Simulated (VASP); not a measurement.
# Rh (P6_3/mmc) in VASP: notebook

Runs on Rh. Level: r2SCAN. Tasks: single point.

Everything below comes from runs of VASP 6.6.1. Logs are shortened: lines on timing, memory, paths and dates and some standing lists are left out, and cuts for length are marked.

**1. The cell of the first run**

The structure is hexagonal, space group P6_3/mmc (No. 194). Conventional cell: a = 2.710 Å, b = 2.710 Å, c = 8.856 Å, α = 90.00°, β = 90.00°, γ = 120.00°. Rh (site symmetry -6m2) has 12 Rh at 2.71 Å within 3.6 Å. Rh (site symmetry -3m) has 12 Rh at 2.71 Å within 3.6 Å.

**2. Single point, r2SCAN**

POSCAR

```
Rh
1.0
    2.7095712663      0.0000000000      0.0000000000
   -1.3547856331      2.3465575500      0.0000000000
    0.0000000000      0.0000000000      8.8563371932
Rh
4
Direct
    0.6666666667      0.3333333333      0.7500000000
    0.0000000000      0.0000000000      0.5000000000
    0.3333333333      0.6666666667      0.2500000000
    0.0000000000      0.0000000000      0.0000000000
```

INCAR.step1

```
  ALGO = Normal
  EDIFF = 1E-5
  ENCUT = 580
  GGA = PE
  GGA_COMPAT = F
  ISMEAR = -1
  LASPH = T
  LCHARG = F
  LREAL = F
  LWAVE = T
  NBANDS = 42
  NELM = 120
  PREC = Accurate
  SIGMA = 0.05
```

INCAR.step2

```
  ALGO = Normal
  EDIFF = 1E-6
  ENCUT = 580
  GGA_COMPAT = F
  ISIF = 2
  ISMEAR = -1
  ISTART = 1
  LASPH = T
  LCHARG = F
  LMIXTAU = T
  LREAL = F
  LWAVE = F
  METAGGA = R2SCAN
  NBANDS = 42
  NELM = 120
  PREC = Accurate
  SIGMA = 0.05
```

KPOINTS

```
k-points
0
Gamma
  11 11 3
```

Potentials or basis: VASP PAW PBE potentials, release 64 (Rh_sv_GW).

Started as:

```
> cat potpaw_PBE.64/Rh_sv_GW/POTCAR > POTCAR
> cp INCAR.step1 INCAR
> mpirun -np 1 vasp_std > vasp.out
> cp INCAR.step2 INCAR
> mpirun -np 1 vasp_std > vasp.out
```

OUTCAR:

```text
EDIFF = 1E-6
   ENCUT = 580
   ISIF = 2
   ISMEAR = -1
   ISTART = 1
   LASPH = T
   LREAL = F
   METAGGA = R2SCAN
   NELM = 120
   PREC = Accurate

 ion  position               nearest neighbor table
   1  0.667  0.333  0.750-
   2  0.000  0.000  0.500-
   3  0.333  0.667  0.250-
   4  0.000  0.000  0.000-

  LATTYP: Found a hexagonal cell.
 ALAT       =     2.7095712663
 C/A-ratio  =     3.2685382014

  Lattice vectors:

 A1 = (   2.7095712663,   0.0000000000,   0.0000000000)
 A2 = (  -1.3547856331,   2.3465575500,   0.0000000000)
 A3 = (   0.0000000000,   0.0000000000,   8.8563371932)

Analysis of symmetry for initial positions (statically):
=====================================================================
 Subroutine PRICEL returns:
 Original cell was already a primitive cell.

 Routine SETGRP: Setting up the symmetry group for a
 hexagonal supercell.

 Subroutine GETGRP returns: Found 24 space group operations
 (whereof 12 operations were pure point group operations)
 out of a pool of 24 trial point group operations.

The static configuration has the point symmetry D_3d.
 The point group associated with its full space group is D_6h.

Analysis of symmetry for dynamics (positions and initial velocities):
=====================================================================
 Subroutine PRICEL returns:
 Original cell was already a primitive cell.

 Routine SETGRP: Setting up the symmetry group for a
 hexagonal supercell.

 Subroutine GETGRP returns: Found 24 space group operations
 (whereof 12 operations were pure point group operations)
 out of a pool of 24 trial point group operations.

The dynamic configuration has the point symmetry D_3d.
 The point group associated with its full space group is D_6h.

 Subroutine INISYM returns: Found 24 space group operations
 (whereof 12 operations are pure point group operations),
 and found     1 'primitive' translations

----------------------------------------------------------------------------------------

                                     Primitive cell

  volume of cell :      56.3101

  direct lattice vectors                    reciprocal lattice vectors
     2.709571266  0.000000000  0.000000000     0.369062077  0.213078090  0.000000000
[... 80 lines left out ...]
 SYSTEM =  unknown system
   PREC   = accura    normal or accurate (medium, high low for compatibility)
   ISTART =      1    job   : 0-new  1-cont  2-samecut
   ICHARG =      0    charge: 1-file 2-atom 10-const
   ISPIN  =      1    spin polarized calculation?
   LNONCOLLINEAR =      F non collinear calculations
   LSORBIT =      F    spin-orbit coupling
   LASPH  =      T    aspherical Exc in radial PAW
   ENCUT  =  580.0 eV  42.63 Ry    6.53 a.u.   5.32  5.32 17.39*2*pi/ulx,y,z
   NELM   =    120;   NELMIN=  2; NELMDL=  0     # of ELM steps
   EDIFF  = 0.1E-05   stopping-criterion for ELM
   LREAL  =      F    real-space projection
   EDIFFG = 0.1E-04   stopping-criterion for IOM
   NSW    =      0    number of steps for IOM
   IBRION =     -1    ionic relax: 0-MD 1-quasi-New 2-CG
   NFREE  =      0    steps in history (QN), initial steepest desc. (CG)
   ISIF   =      2    stress and relaxation
   ISYM   =      2    0-nonsym 1-usesym 2-fastsym
   POTIM  = 0.5000    time-step for ionic-motion
   TEBEG  =    0.0;   TEEND  =   0.0 temperature during run
   PSTRESS=    0.0 pullay stress
   NELECT =      68.0000    total number of electrons
   NUPDOWN=      -1.0000    fix difference up-down
   EMIN   =  10.00;   EMAX   =-10.00  energy-range for DOS
   EFERMI =   0.00;   METHOD = LEGACY
   ISMEAR =    -1;   SIGMA  =   0.05  broadening in eV -4-tet -1-fermi 0-gaus
   EFERMI_NEDOS =   21; number of points for ismear=-14 and -15
   IALGO  =     38    algorithm
   IMIX   =      4    mixing-type and parameters
     AMIX     =   0.40;   BMIX     =  1.00
     AMIX_MAG =   1.60;   BMIX_MAG =  1.00
  volume/ion in A,a.u.               =      14.08        95.00
  Fermi-wavevector in a.u.,A,eV,Ry     =   1.743342  3.294438 41.351369  3.039240
  Thomas-Fermi vector in A             =   2.815433
   LORBIT       =      0    0 simple, 1 ext, 2 COOP (PROOUT), +10 PAW based schemes
   METAGGA = R2SCAN    functional components
   LHFCALC =     F    Hartree Fock is set to
   AEXX    =    0.0000 exact exchange contribution
   IVDW    =     0    specifies the selected vdW correction
   LEPSILON=     F    determine dielectric tensor
   LRPA    =     F    only Hartree local field effects (RPA)
 non-spin polarized calculation
  energy-cutoff  :      580.00
  volume of cell :       56.31
 maximum number of plane-waves:      1801
 NGX is ok and might be reduce to    24
   NGX = 11   NGY = 11   NGZ = 35

 number of electron      67.9999990 magnetization

 Free energy of the ion-electron system (eV)
  ---------------------------------------------------
  ext. energy  EPLUGINS =         0.00000000
  ---------------------------------------------------
  free energy    TOTEN  =       -93.02547841 eV

  energy without entropy =      -92.97328083  energy(sigma->0) =      -92.99937962

 E-fermi :  10.3036     XC(G=0): -15.0963

 val. band max:       10.3019704780   @ k =   0.1818   0.0909   0.3333
 cond. band min:      10.3147206294   @ k =   0.3636   0.2727   0.3333
 fundamental gap:      0.0127501514
 Fermi energy:        10.3036029200

 k-point     1 :       0.0000    0.0000    0.0000
  band No.  band energies     occupation
      1     -70.8000      2.00000
      2     -70.7521      2.00000
      3     -70.7366      2.00000
      4     -70.6882      2.00000
      5     -38.1861      2.00000
      6     -37.8371      2.00000
[... 1069 lines left out ...]
     41      20.9388      0.00000
     42      23.9135      0.00000

 [... further k-points ...]
[... 5 lines left out ...]
  --------------------------------------------------------------------------------------
  -------------------------------------------------------------------------------------
  Total       -2.6158974     -2.6158974     -3.1273000     -0.0000000      0.0000000     -0.0000000
  in kB      -74.4295450    -74.4295450    -88.9803672     -0.0000000      0.0000000     -0.0000000
  external PRESSURE =     -79.2798191 kB  Pullay stress =       0.0000000 kB

 VOLUME and BASIS-vectors are now :
 -----------------------------------------------------------------------------
  energy-cutoff  :      580.00
  volume of cell :       56.31
      direct lattice vectors                 reciprocal lattice vectors
     2.709571266  0.000000000  0.000000000     0.369062077  0.213078090  0.000000000
    -1.354785633  2.346557550  0.000000000     0.000000000  0.426156179  0.000000000
     0.000000000  0.000000000  8.856337193     0.000000000  0.000000000  0.112913497

 POSITION                                       TOTAL-FORCE (eV/Angst)
 -----------------------------------------------------------------------------------
      1.35479      0.78219      6.64225         0.000000     -0.000000     -0.000000
      0.00000      0.00000      4.42817        -0.000000      0.000000     -0.000000
     -0.00000      1.56437      2.21408        -0.000000      0.000000      0.000000
      0.00000      0.00000      0.00000         0.000000      0.000000     -0.000000
 -----------------------------------------------------------------------------------
    total drift:                               -0.000000      0.000000      0.000000

  FREE ENERGIE OF THE ION-ELECTRON SYSTEM (eV)
  ---------------------------------------------------
  free  energy   TOTEN  =       -93.0254784139 eV

  energy  without entropy=      -92.9732808261  energy(sigma->0) =      -92.99937962
```

OSZICAR.step1:

```text
N       E                     dE             d eps       ncg     rms          rms(c)
DAV:   1     0.170461541924E+04    0.17046E+04   -0.42176E+04  2848   0.222E+03
DAV:   2     0.121545583232E+03   -0.15831E+04   -0.15288E+04  2688   0.116E+03
DAV:   3    -0.227425587375E+02   -0.14429E+03   -0.13618E+03  4382   0.329E+02
DAV:   4    -0.297618063054E+02   -0.70192E+01   -0.67292E+01  4256   0.943E+01
DAV:   5    -0.299383329025E+02   -0.17653E+00   -0.17546E+00  4224   0.131E+01    0.110E+02
DAV:   6    -0.256972149343E+02    0.42411E+01   -0.15045E+01  3720   0.457E+01    0.446E+01
DAV:   7    -0.256292987988E+02    0.67916E-01   -0.75160E-01  4488   0.100E+01    0.135E+01
DAV:   8    -0.263278236081E+02   -0.69852E+00   -0.36963E+00  4280   0.252E+01    0.930E+00
DAV:   9    -0.255751113942E+02    0.75271E+00   -0.15144E+00  4222   0.156E+01    0.106E+00
DAV:  10    -0.255786194003E+02   -0.35080E-02   -0.63332E-02  3582   0.267E+00    0.281E-01
DAV:  11    -0.255786652888E+02   -0.45889E-04   -0.40338E-03  4618   0.613E-01    0.341E-01
DAV:  12    -0.255786259758E+02    0.39313E-04   -0.66514E-04  3702   0.473E-01    0.149E-01
DAV:  13    -0.255785990861E+02    0.26890E-04   -0.93062E-05  3476   0.130E-01    0.652E-02
DAV:  14    -0.255785873608E+02    0.11725E-04   -0.14922E-05  1536   0.665E-02    0.184E-02
DAV:  15    -0.255785869921E+02    0.36869E-06   -0.12957E-05  1578   0.343E-02
   1 F= -.25578587E+02 E0= -.25551983E+02  d E =-.532089E-01
```

It took 4.6 min on 1 thread of AMD EPYC 9R45 (Zen 5), shared host; peak memory 0.22 GiB.

Results:

* Free energy: -93.0255 eV
* Pressure: -7.9 GPa
* Band gap on the k mesh: zero (band 34 reaches 10.92 eV, above the bottom of band 35 at 9.26 eV)

Levels at points of the mesh, in eV from the Fermi level:
| k point | band 31 | band 32 | band 33 | band 34 | band 35 | band 36 |
| --- | --- | --- | --- | --- | --- | --- |
| (0.00, 0.00, 0.00) | -2.61 | -1.47 | -1.47 | -0.87 | -0.87 | -0.36 |

Caveat: the PAW data sets were made with another functional, which shifts forces and pressure a little.

[end of part 1 of 2]
